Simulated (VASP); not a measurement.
# CdS (P6_3mc) in VASP: vibrations by perturbation theory with LDA

Aim: the vibrations by perturbation theory of CdS with LDA.

Program: VASP 6.6.1. These are calculated values, not measurements. Logs are shortened: lines on timing, memory, paths and dates and some standing lists are left out, and cuts for length are marked.

## (1) The cell of the first run

It takes space group P6_3mc (No. 186, hexagonal). The conventional cell has a = 4.074 Å, b = 4.074 Å, c = 6.637 Å, α = 90.00°, β = 90.00°, γ = 120.00°. Within 3.3 Å of Cd (site symmetry 3m) lie 4 S at 2.49 to 2.50 Å. S (site symmetry 3m) has 4 Cd at 2.49 to 2.50 Å within 3.3 Å.

## (2) Vibrations by perturbation theory, LDA

INCAR reads:

```
PREC = Accurate
ENCUT = 520
EDIFF = 1E-8
ISMEAR = 0
SIGMA = 0.01
LREAL = False
LASPH = True
NELM = 100
ALGO = Normal
ISIF = 2
LWAVE = False
LCHARG = False
NBANDS = 26
IBRION = 8
NSW = 1
LEPSILON = True
```

KPOINTS reads:

```
Automatic mesh
0
Gamma
  6 6 4
```

POSCAR reads:

```
CdS
1.0
    4.0740851350      0.0000000000      0.0000000000
   -2.0370425675      3.5282612241      0.0000000000
    0.0000000000      0.0000000000      6.6370068216
Cd S
2 2
Direct
    0.3333333333      0.6666666667     -0.0005565979
    0.6666666667      0.3333333333      0.4994434021
    0.3333333333      0.6666666667      0.3755565979
    0.6666666667      0.3333333333      0.8755565979
```

Potentials or basis: VASP PAW LDA potentials, release 64 (Cd, S).

Started as:

```bash
$ cat potpaw_LDA.64/Cd/POTCAR potpaw_LDA.64/S/POTCAR > POTCAR
$ mpirun -np 1 vasp_std > vasp.out
```

OUTCAR:

```text
PREC = Accurate
   ENCUT = 520
   EDIFF = 1E-8
   ISMEAR = 0
   LREAL = False
   LASPH = True
   NELM = 100
   ISIF = 2
   IBRION = 8
   NSW = 1
   LEPSILON = True

 ion  position               nearest neighbor table
   1  0.333  0.667  0.999-   4 2.49   4 2.49   4 2.49   3 2.50
   2  0.667  0.333  0.499-   3 2.49   3 2.49   3 2.49   4 2.50
   3  0.333  0.667  0.376-   2 2.49   2 2.49   2 2.49   1 2.50
   4  0.667  0.333  0.876-   1 2.49   1 2.49   1 2.49   2 2.50

  LATTYP: Found a hexagonal cell.
 ALAT       =     4.0740851350
 C/A-ratio  =     1.6290790697

  Lattice vectors:

 A1 = (   4.0740851350,   0.0000000000,   0.0000000000)
 A2 = (  -2.0370425675,   3.5282612241,   0.0000000000)
 A3 = (   0.0000000000,   0.0000000000,   6.6370068216)

Analysis of symmetry for initial positions (statically):
=====================================================================
 Subroutine PRICEL returns:
 Original cell was already a primitive cell.

 Routine SETGRP: Setting up the symmetry group for a
 hexagonal supercell.

 Subroutine GETGRP returns: Found 12 space group operations
 (whereof  6 operations were pure point group operations)
 out of a pool of 24 trial point group operations.

The static configuration has the point symmetry C_3v.
 The point group associated with its full space group is C_6v.

Analysis of symmetry for dynamics (positions and initial velocities):
=====================================================================
 Subroutine PRICEL returns:
 Original cell was already a primitive cell.

 Routine SETGRP: Setting up the symmetry group for a
 hexagonal supercell.

 Subroutine GETGRP returns: Found 12 space group operations
 (whereof  6 operations were pure point group operations)
 out of a pool of 24 trial point group operations.

[... 875 lines left out ...]
 ion    1
    1     2.14431     0.00000     0.00000
    2     0.00000     2.14431     0.00000
    3     0.00000     0.00000     2.20404
 ion    2
    1     2.14431     0.00000     0.00000
    2     0.00000     2.14431     0.00000
    3     0.00000    -0.00000     2.20404
 ion    3
    1    -2.14431     0.00000     0.00000
    2     0.00000    -2.14431    -0.00000
    3    -0.00000     0.00000    -2.20404
 ion    4
    1    -2.14431    -0.00000     0.00000
    2     0.00000    -2.14431     0.00000
    3     0.00000    -0.00000    -2.20404

 INTERNAL STRAIN TENSOR FOR ION    4 for displacements in x,y,z  (eV/Angst):
          X           Y           Z          XY          YZ          ZX
  --------------------------------------------------------------------------------
  x     0.00000     0.00000    -0.00000     7.53777     0.00000     4.67495
  y     7.53777    -7.53777     0.00000     0.00000     4.27807    -0.00000
  z     4.52128     4.52128    -8.72435     0.00000     0.00000     0.00000

 SECOND DERIVATIVES (NOT SYMMETRIZED)
 ------------------------------------
               1X          1Y          1Z          2X          2Y          2Z          3X          3Y          3Z          4X          4Y          4Z
  1X    -5.812472   -0.000000   -0.000000   -0.069818    0.000000    0.000000    0.054348    0.000000    0.000000    5.827942   -0.000000   -0.000000
  1Y     0.000000   -5.812472    0.000000    0.000000   -0.069818    0.000000    0.000000    0.054348    0.000000    0.000000    5.827942    0.000000
  1Z     0.000000    0.000000   -7.278967    0.000000    0.000000    1.718960    0.000000   -0.000000    4.298118    0.000000   -0.000000    1.261889
  2X    -0.069818    0.000000    0.000000   -5.812472    0.000000    0.000000    5.827942    0.000000    0.000000    0.054348    0.000000    0.000000
  2Y    -0.000000   -0.069818    0.000000    0.000000   -5.812472    0.000000    0.000000    5.827942    0.000000    0.000000    0.054348   -0.000000
  2Z     0.000000    0.000000    1.718960    0.000000    0.000000   -7.278967    0.000000   -0.000000    1.261889    0.000000    0.000000    4.298118
  3X     0.037812    0.000000   -0.000000    5.809598    0.000000    0.000000   -6.371049    0.000000   -0.000000    0.523639   -0.000000   -0.000000
  3Y     0.000000    0.037812    0.000000   -0.000000    5.809598    0.000000    0.000000   -6.371049    0.000000    0.000000    0.523639    0.000000
  3Z     0.000000    0.000000    4.273920    0.000000    0.000000    1.248612    0.000000   -0.000000   -8.291765    0.000000    0.000000    2.769233
  4X     5.809598    0.000000    0.000000    0.037812   -0.000000   -0.000000    0.523639   -0.000000    0.000000   -6.371049    0.000000    0.000000
  4Y    -0.000000    5.809598    0.000000    0.000000    0.037812   -0.000000    0.000000    0.523639    0.000000   -0.000000   -6.371049    0.000000
  4Z     0.000000    0.000000    1.248612    0.000000    0.000000    4.273920    0.000000   -0.000000    2.769233    0.000000    0.000000   -8.291765

 Eigenvectors and eigenvalues of the dynamical matrix
 ----------------------------------------------------

   1 f  =    9.304620 THz    58.462654 2PiTHz  310.368725 cm-1    38.480800 meV
             X         Y         Z           dx          dy          dz
     -0.000000  2.352174  6.633313    -0.000000    0.000000    0.128031
      2.037043  1.176087  3.314809     0.000000   -0.000000   -0.128031
     -0.000000  2.352174  2.492572    -0.000000    0.000000   -0.695419
      2.037043  1.176087  5.811075     0.000000   -0.000000    0.695419
[... 71 lines left out ...]
  12 f/i=    0.010362 THz     0.065108 2PiTHz    0.345650 cm-1     0.042855 meV
             X         Y         Z           dx          dy          dz
     -0.000000  2.352174  6.633313    -0.000000   -0.000000    0.623251
      2.037043  1.176087  3.314809    -0.000000   -0.000000    0.623251
     -0.000000  2.352174  2.492572    -0.000000   -0.000000    0.334003
      2.037043  1.176087  5.811075    -0.000000   -0.000000    0.334003

--------------------------------------------------------------------------------------------------------

 MACROSCOPIC STATIC DIELECTRIC TENSOR IONIC CONTRIBUTION
 ------------------------------------------------------
           2.974056     0.000000     0.000000
           0.000000     2.974056    -0.000000
           0.000000    -0.000000     3.325524
 ------------------------------------------------------

 ELASTIC MODULI CONTR FROM IONIC RELAXATION (kBar)
 Direction    XX          YY          ZZ          XY          YZ          ZX
 --------------------------------------------------------------------------------
 XX        -400.6180    153.0736    238.6241     -0.0000      0.0000      0.0000
 YY         153.0736   -400.6180    238.6241      0.0000     -0.0000     -0.0000
 ZZ         238.6241    238.6241   -460.0504     -0.0000     -0.0000      0.0000
 XY          -0.0000      0.0000     -0.0000   -276.8458     -0.0000     -0.0000
 YZ           0.0000     -0.0000     -0.0000     -0.0000   -113.1292     -0.0000
 ZX           0.0000     -0.0000      0.0000      0.0000     -0.0000   -118.7524
 --------------------------------------------------------------------------------

 PIEZOELECTRIC TENSOR IONIC CONTR  for field in x, y, z        (C/m^2)
          XX          YY          ZZ          XY          YZ          ZX
  --------------------------------------------------------------------------------
  x     0.00000    -0.00000     0.00000    -0.00000    -0.00000    -0.55920
  y     0.00000    -0.00000    -0.00000    -0.00000    -0.54580    -0.00000
  z    -0.60369    -0.60369     1.16387     0.00000     0.00000    -0.00000
```

stdout:

```text
POSCAR found type information on POSCAR CdS
 POSCAR found :  2 types and       4 ions
 scaLAPACK will be used
 LDA part: xc-table for (Slater(with rela. corr.)+CA(PZ))
 , standard interpolation
 POSCAR, INCAR and KPOINTS ok, starting setup
 FFT: planning ... GRIDC
 FFT: planning ... GRID_SOFT
 FFT: planning ... GRID
[... 33 lines left out ...]
 first order change of Fermi-energy   0.49326E+00
 force on displaced ion       1 direction 3 :   0.000   0.000  -7.279
 Born effective charge ion    1 direction 3 :   0.000   0.000   2.188
 Linear response progress:
 first order change of Fermi-energy  -0.29380E-04
 force on displaced ion       3 direction 1 :  -6.371  -0.000   0.000
 Born effective charge ion    3 direction 1 :  -2.187  -0.000  -0.000
 Linear response progress:
 first order change of Fermi-energy  -0.49336E+00
 force on displaced ion       3 direction 3 :  -0.000   0.000  -8.292
 Born effective charge ion    3 direction 3 :   0.000  -0.000  -2.219
 Born effective charges drift removed
 Linear response finished
```

Wall time 30 min (1 thread of Intel Xeon 8259CL, shared host); peak memory 0.49 GiB.

What came out:

```yaml
Electronic_dielectric_tensor_diagonal: 7.51, 7.51, 7.30
Born_charges_mean_of_the_diagonal: Cd +2.16; S -2.16 e
Highest_phonon_frequency_at_Γ_LO-TO_splitting_left_out: 310 cm⁻¹
```

Phonon frequencies in cm⁻¹ (negative: imaginary):
```csv
q point,frequencies
"(0.000, 0.000, 0.000)",0 0 0 43 43 139 246 253 253 266 266 310
```

Electronic dielectric tensor:
```
7.51 0.00 0.00
0.00 7.51 0.00
0.00 0.00 7.30
```

Born effective charge tensors (e):
atom 1, Cd
```
2.14 0.00 0.00
0.00 2.14 0.00
0.00 0.00 2.20
```
atom 2, Cd
```
2.14 0.00 0.00
0.00 2.14 0.00
0.00 0.00 2.20
```
atom 3, S
```
-2.14  0.00  0.00
 0.00 -2.14  0.00
 0.00  0.00 -2.20
```
atom 4, S
```
-2.14  0.00  0.00
 0.00 -2.14  0.00
 0.00  0.00 -2.20
```
